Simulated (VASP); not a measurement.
# MgAg2F6 (Fm-3m) in VASP: relaxation of cell and atoms with PBE

Aim: the relaxation of cell and atoms of MgAg2F6 with PBE.

Program: VASP 6.6.1. These are calculated values, not measurements. Logs are shortened: lines on timing, memory, paths and dates and some standing lists are left out, and cuts for length are marked.

## Step 1: The cell of the first run

It takes space group Fm-3m (No. 225, cubic). The conventional cell has a = 7.644 Å, b = 7.644 Å, c = 7.644 Å, α = 90.00°, β = 90.00°, γ = 90.00°. Within 2.6 Å of Mg (site symmetry m-3m) lie 6 F at 1.93 Å. Within 3.6 Å of Ag (site symmetry -43m) lie 12 F at 2.70 Å and 4 Mg at 3.31 Å. Within 2.8 Å of F (site symmetry 4mm) lie 1 Mg at 1.93 Å and 8 F at 2.68 to 2.72 Å and 4 Ag at 2.70 Å.

The cell was built from a structure type or drawn by symmetry, and may not be a known phase.

## Step 2: Relaxation of cell and atoms, PBE, collinear spin

Input file INCAR:

```
SYSTEM = MgAg2F6
ALGO = Normal
EDIFF = 1E-7
EDIFFG = -0.01
ENCUT = 600
GGA = PE
GGA_COMPAT = .False.
IBRION = 2
ISIF = 3
ISMEAR = 0
ISPIN = 2
KPAR = 4
LASPH = .True.
LCHARG = .False.
LMAXMIX = 4
LORBIT = 11
LREAL = .False.
LWAVE = .False.
MAGMOM = 0 0.42 0.42 0.22 0.22 0.22 0.22 0.22 0.22
NELM = 200
NELMIN = 4
NSW = 100
PREC = Accurate
SIGMA = 0.1
```

Input file KPOINTS:

```
k-points
0
Gamma
  8 8 8
  0 0 0
```

Input file POSCAR:

```
MgAg2F6
1.0
    0.0000000000      3.8221118538      3.8221118538
    3.8221118538      0.0000000000      3.8221118538
    3.8221118538      3.8221118538      0.0000000000
Mg Ag F
1 2 6
Direct
    0.0000000000      0.0000000000      0.0000000000
    0.2500000000      0.2500000000      0.2500000000
    0.7500000000      0.7500000000      0.7500000000
    0.7481631141      0.2518368859      0.2518368859
    0.2518368859      0.7481631141      0.7481631141
    0.2518368859      0.7481631141      0.2518368859
    0.7481631141      0.2518368859      0.7481631141
    0.2518368859      0.2518368859      0.7481631141
    0.7481631141      0.7481631141      0.2518368859
```

Potentials or basis: VASP PAW PBE potentials, release 64 (Mg, Ag, F).

Started as:

```console
$ cat potpaw_PBE.64/Mg/POTCAR potpaw_PBE.64/Ag/POTCAR potpaw_PBE.64/F/POTCAR > POTCAR
$ mpirun -np 4 vasp_std > vasp.out
```

OUTCAR:

```text
SYSTEM = MgAg2F6
   EDIFF = 1E-7
   EDIFFG = -0.01
   ENCUT = 600
   GGA = PE
   IBRION = 2
   ISIF = 3
   ISMEAR = 0
   ISPIN = 2
   LASPH = .True.
   LORBIT = 11
   LREAL = .False.
   NELM = 200
   NELMIN = 4
   NSW = 100
   PREC = Accurate

 ion  position               nearest neighbor table
   1  0.000  0.000  0.000-   4 1.93   5 1.93   6 1.93   7 1.93   8 1.93   9 1.93   2 3.31   3 3.31
                             3 3.31   3 3.31   3 3.31   2 3.31   2 3.31   2 3.31
   2  0.250  0.250  0.250-   4 2.70   6 2.70   8 2.70   5 2.70   7 2.70   8 2.70   5 2.70   6 2.70
                             9 2.70   4 2.70   7 2.70   9 2.70   1 3.31   1 3.31   1 3.31   1 3.31
   3  0.750  0.750  0.750-   5 2.70   6 2.70   8 2.70   4 2.70   7 2.70   8 2.70   4 2.70   6 2.70
                             9 2.70   5 2.70   7 2.70   9 2.70   1 3.31   1 3.31   1 3.31   1 3.31
   4  0.748  0.252  0.252-   1 1.93   2 2.70   2 2.70   3 2.70   3 2.70
   5  0.252  0.748  0.748-   1 1.93   2 2.70   2 2.70   3 2.70   3 2.70
   6  0.252  0.748  0.252-   1 1.93   2 2.70   2 2.70   3 2.70   3 2.70
   7  0.748  0.252  0.748-   1 1.93   2 2.70   2 2.70   3 2.70   3 2.70
   8  0.252  0.252  0.748-   1 1.93   2 2.70   2 2.70   3 2.70   3 2.70
   9  0.748  0.748  0.252-   1 1.93   2 2.70   2 2.70   3 2.70   3 2.70

  LATTYP: Found a face centered cubic cell.
 ALAT       =     7.6442237076

  Lattice vectors:

 A1 = (   0.0000000000,   3.8221118538,   3.8221118538)
 A2 = (   3.8221118538,   0.0000000000,   3.8221118538)
 A3 = (   3.8221118538,   3.8221118538,   0.0000000000)

Analysis of symmetry for initial positions (statically):
=====================================================================
 Subroutine PRICEL returns:
 Original cell was already a primitive cell.

 Routine SETGRP: Setting up the symmetry group for a
 face centered cubic supercell.

 Subroutine GETGRP returns: Found 48 space group operations
 (whereof 48 operations were pure point group operations)
 out of a pool of 48 trial point group operations.

The static configuration has the point symmetry O_h .

Analysis of symmetry for dynamics (positions and initial velocities):
=====================================================================
 Subroutine PRICEL returns:
 Original cell was already a primitive cell.

 Routine SETGRP: Setting up the symmetry group for a
 face centered cubic supercell.

 Subroutine GETGRP returns: Found 48 space group operations
 (whereof 48 operations were pure point group operations)
 out of a pool of 48 trial point group operations.

The dynamic configuration has the point symmetry O_h .

Analysis of structural, dynamic, and magnetic symmetry:
=====================================================================
 Subroutine PRICEL returns:
 Original cell was already a primitive cell.

 Routine SETGRP: Setting up the symmetry group for a
 face centered cubic supercell.

 Subroutine GETGRP returns: Found 48 space group operations
 (whereof 48 operations were pure point group operations)
 out of a pool of 48 trial point group operations.

The overall configuration has the point symmetry O_h .

 Subroutine INISYM returns: Found 48 space group operations
 (whereof 48 operations are pure point group operations),
 and found     1 'primitive' translations

----------------------------------------------------------------------------------------

                                     Primitive cell

  volume of cell :     111.6709

  direct lattice vectors                    reciprocal lattice vectors
     0.000000000  3.822111854  3.822111854    -0.130817731  0.130817731  0.130817731
     3.822111854  0.000000000  3.822111854     0.130817731 -0.130817731  0.130817731
     3.822111854  3.822111854  0.000000000     0.130817731  0.130817731 -0.130817731

  length of vectors
     5.405282421  5.405282421  5.405282421     0.226582956  0.226582956  0.226582956

  position of ions in fractional coordinates (direct lattice)
     0.000000000  0.000000000  0.000000000
     0.250000000  0.250000000  0.250000000
     0.750000000  0.750000000  0.750000000
     0.748163114  0.251836886  0.251836886
     0.251836886  0.748163114  0.748163114
     0.251836886  0.748163114  0.251836886
     0.748163114  0.251836886  0.748163114
     0.251836886  0.251836886  0.748163114
[... 41 lines left out ...]
            Coordinates               Weight
  0.000000  0.000000  0.000000      1.000000
  0.125000  0.000000  0.000000      8.000000
  0.250000  0.000000  0.000000      8.000000
  0.375000  0.000000  0.000000      8.000000
  0.500000  0.000000  0.000000      4.000000
  0.125000  0.125000  0.000000      6.000000
[... 16 lines left out ...]
  0.500000  0.250000  0.125000     48.000000
 -0.375000  0.250000  0.125000     24.000000
 [... further k-points ...]
   k-points           NKPTS =     29   k-points in BZ     NKDIM =     29   number of bands    NBANDS=     40
   number of dos      NEDOS =    301   number of ions     NIONS =      9
   total plane-waves  NPLWV = 110592
   dimension x,y,z NGX =    48 NGY =   48 NGZ =   48
   dimension x,y,z NGXF=    96 NGYF=   96 NGZF=   96
   ions per type =               1   2   6
   NGX,Y,Z   is equivalent  to a cutoff of  14.76, 14.76, 14.76 a.u.
   NGXF,Y,Z  is equivalent  to a cutoff of  29.53, 29.53, 29.53 a.u.
 SYSTEM =  MgAg2F6
   PREC   = accura    normal or accurate (medium, high low for compatibility)
   ISTART =      0    job   : 0-new  1-cont  2-samecut
   ICHARG =      2    charge: 1-file 2-atom 10-const
   ISPIN  =      2    spin polarized calculation?
   LNONCOLLINEAR =      F non collinear calculations
   LSORBIT =      F    spin-orbit coupling
   LASPH  =      T    aspherical Exc in radial PAW
   ENCUT  =  600.0 eV  44.10 Ry    6.64 a.u.  10.80 10.80 10.80*2*pi/ulx,y,z
   NELM   =    200;   NELMIN=  4; NELMDL= -5     # of ELM steps
   EDIFF  = 0.1E-06   stopping-criterion for ELM
   LREAL  =      F    real-space projection
   EDIFFG = -.1E-01   stopping-criterion for IOM
   NSW    =    100    number of steps for IOM
   IBRION =      2    ionic relax: 0-MD 1-quasi-New 2-CG
   NFREE  =      1    steps in history (QN), initial steepest desc. (CG)
   ISIF   =      3    stress and relaxation
   ISYM   =      2    0-nonsym 1-usesym 2-fastsym
   POTIM  = 0.5000    time-step for ionic-motion
   TEBEG  =    0.0;   TEEND  =   0.0 temperature during run
   PSTRESS=    0.0 pullay stress
   NELECT =      66.0000    total number of electrons
   NUPDOWN=      -1.0000    fix difference up-down
   EMIN   =  10.00;   EMAX   =-10.00  energy-range for DOS
   EFERMI =   0.00;   METHOD = LEGACY
   ISMEAR =     0;   SIGMA  =   0.10  broadening in eV -4-tet -1-fermi 0-gaus
   EFERMI_NEDOS =   21; number of points for ismear=-14 and -15
   IALGO  =     38    algorithm
   IMIX   =      4    mixing-type and parameters
     AMIX     =   0.40;   BMIX     =  1.00
     AMIX_MAG =   1.60;   BMIX_MAG =  1.00
  volume/ion in A,a.u.               =      12.41        83.73
  Fermi-wavevector in a.u.,A,eV,Ry     =   1.373861  2.596221 25.680910  1.887494
  Thomas-Fermi vector in A             =   2.499340
   LORBIT       =     11    0 simple, 1 ext, 2 COOP (PROOUT), +10 PAW based schemes
   GGA     = PE    functional components
   LHFCALC =     F    Hartree Fock is set to
   AEXX    =    0.0000 exact exchange contribution
   IVDW    =     0    specifies the selected vdW correction
   LEPSILON=     F    determine dielectric tensor
   LRPA    =     F    only Hartree local field effects (RPA)
 conjugate gradient relaxation of ions
 spin polarized calculation
 Gauss-broadening in eV      SIGMA  =   0.10
  energy-cutoff  :      600.00
  volume of cell :      111.67
 maximum number of plane-waves:      3750
 NGX is ok and might be reduce to    48
   NGX = 21   NGY = 21   NGZ = 21

--------------------------------------- Ionic step        1  -------------------------------------------

 number of electron      65.9999995 magnetization       1.9998488

 Free energy of the ion-electron system (eV)
  ---------------------------------------------------
  ext. energy  EPLUGINS =         0.00000000
  ---------------------------------------------------
  free energy    TOTEN  =       -31.39872351 eV

  energy without entropy =      -31.33054179  energy(sigma->0) =      -31.36463265

------------------------ aborting loop because EDIFF is reached ----------------------------------------

  FORCE on cell =-STRESS in cart. coord.  units (eV):
  Direction    XX          YY          ZZ          XY          YZ          ZX
  --------------------------------------------------------------------------------------
  -------------------------------------------------------------------------------------
  Total       -0.2690861     -0.2690861     -0.2690861     -0.0000000     -0.0000000      0.0000000
  in kB       -3.8606606     -3.8606606     -3.8606606     -0.0000000     -0.0000000      0.0000000
  external PRESSURE =      -3.8606606 kB  Pullay stress =       0.0000000 kB
[... 159 lines left out ...]
--------------------------------------- Ionic step        5  -------------------------------------------

 number of electron      65.9999996 magnetization       1.9999827

 Free energy of the ion-electron system (eV)
  ---------------------------------------------------
  ext. energy  EPLUGINS =         0.00000000
  ---------------------------------------------------
  free energy    TOTEN  =       -31.39954184 eV

  energy without entropy =      -31.33204135  energy(sigma->0) =      -31.36579159

 E-fermi :   0.2548     XC(G=0): -10.4335

 val. band max:        0.2505759046   @ k =   0.3750   0.2500   0.0000
 cond. band min:       0.2552296950   @ k =  -0.2500   0.2500   0.0000
 fundamental gap:      0.0046537904
 Fermi energy:         0.2547593424

 spin component 1

 k-point     1 :       0.0000    0.0000    0.0000
  band No.  band energies     occupation
      1     -20.7153      1.00000
      2     -20.0450      1.00000
      3     -20.0450      1.00000
      4     -20.0450      1.00000
      5     -19.8001      1.00000
      6     -19.8001      1.00000
[... 1021 lines left out ...]
     39      11.4189      0.00000
     40      11.4402      0.00000

 [... further k-points ...]

 spin component 2

 k-point     1 :       0.0000    0.0000    0.0000
  band No.  band energies     occupation
      1     -20.3667      1.00000
      2     -19.6755      1.00000
      3     -19.6755      1.00000
      4     -19.6755      1.00000
      5     -19.4233      1.00000
      6     -19.4233      1.00000
[... 1059 lines left out ...]
  FREE ENERGIE OF THE ION-ELECTRON SYSTEM (eV)
  ---------------------------------------------------
  free  energy   TOTEN  =       -31.3995418388 eV

  energy  without entropy=      -31.3320413479  energy(sigma->0) =      -31.36579159

 reached required accuracy - stopping structural energy minimisation

 total charge

# of ion       s       p       d       tot
------------------------------------------
    1        0.156   0.210   0.110   0.476
    2        0.126   0.092   9.144   9.362
    3        0.126   0.092   9.144   9.362
    4        1.741   4.286   0.000   6.027
    5        1.741   4.286   0.000   6.027
    6        1.741   4.286   0.000   6.027
    7        1.741   4.286   0.000   6.027
    8        1.741   4.286   0.000   6.027
    9        1.741   4.286   0.000   6.027
--------------------------------------------------
tot         10.857  26.110  18.397  55.363

 magnetization (x)

# of ion       s       p       d       tot
------------------------------------------
    1       -0.002  -0.002  -0.001  -0.005
    2       -0.006  -0.003   0.387   0.378
    3       -0.006  -0.003   0.387   0.378
    4        0.001   0.194   0.000   0.195
    5        0.001   0.194   0.000   0.195
    6        0.001   0.194   0.000   0.195
    7        0.001   0.194   0.000   0.195
    8        0.001   0.194   0.000   0.195
    9        0.001   0.194   0.000   0.195
--------------------------------------------------
tot         -0.008   1.158   0.773   1.923
```

Run time: 8.1 min. Hardware: 4 MPI ranks of AMD EPYC 7R13 (Zen 3), shared host; peak memory 0.56 GiB.

Results:

| Quantity | Value |
| --- | --- |
| Free energy | -31.3995 eV |
| Relaxed volume | 12.33 Å³/atom |
| Relaxed cell | a = 5.393 Å, b = 5.393 Å, c = 5.393 Å, α = 60.00°, β = 60.00°, γ = 60.00° |
| Space group after relaxing (to 0.1 Å) | Fm-3m (No. 225) |
| Energy gained by relaxing | 0.1 meV/atom |
| Ionic steps | 5 |
| Pressure after relaxing | 0.0 GPa |
| Band gap on the k mesh | zero (filled and empty bands overlap) |
| Net moment | 2.00 μB per cell |
| Site moments | Mg -0.01; Ag +0.38; F +0.20 μB |
| Valence electrons inside the program's atomic spheres | Mg 0.48; Ag 9.36; F 6.03 |

The path:
```csv
step,energy change (eV),largest force (eV/Å),pressure (GPa),volume (Å³)
1,0.0000,0.0129,-0.39,111.67
2,-0.0007,0.0200,-0.06,111.19
3,-0.0007,0.0230,-0.03,111.15
4,-0.0008,0.0119,-0.01,111.05
5,-0.0008,0.0013,0.00,110.93
```

Final structure:
```cif
data_structure
_symmetry_space_group_name_H-M 'P 1'
_symmetry_Int_Tables_number 1
_cell_length_a 5.3933
_cell_length_b 5.3933
_cell_length_c 5.3933
_cell_angle_alpha 60.000
_cell_angle_beta 60.000
_cell_angle_gamma 60.000
_cell_volume 110.93
loop_
_atom_site_label
_atom_site_type_symbol
_atom_site_fract_x
_atom_site_fract_y
_atom_site_fract_z
_atom_site_occupancy
Mg1 Mg 0.00000 0.00000 0.00000 1
Ag1 Ag 0.25000 0.25000 0.25000 1
Ag2 Ag 0.75000 0.75000 0.75000 1
F1 F 0.74795 0.25205 0.25205 1
F2 F 0.25205 0.74795 0.74795 1
F3 F 0.25205 0.74795 0.25205 1
F4 F 0.74795 0.25205 0.74795 1
F5 F 0.25205 0.25205 0.74795 1
F6 F 0.74795 0.74795 0.25205 1
```

Levels at points of the mesh, in eV from the Fermi level:
Spin up:
```tsv
k point	band 31	band 32	band 33	band 34	band 35	band 36	band 37	band 38
(0.00, 0.00, 0.00)	-0.71	-0.68	-0.68	-0.68	2.81	5.60	11.45	11.45
(0.50, 0.00, 0.00)	-0.31	-0.31	-0.31	-0.31	5.44	5.48	10.42	10.74
(0.50, 0.50, 0.00)	-0.32	-0.32	-0.26	-0.26	5.77	6.60	8.09	9.71
```
Spin down:
```csv
k point,band 30,band 31,band 32,band 33,band 34,band 35
"(0.00, 0.00, 0.00)",-0.38,-0.38,-0.23,-0.23,-0.23,2.88
"(0.50, 0.00, 0.00)",-0.58,0.10,0.10,0.10,0.10,5.61
"(0.50, 0.50, 0.00)",0.09,0.09,0.10,0.15,0.15,5.97
```
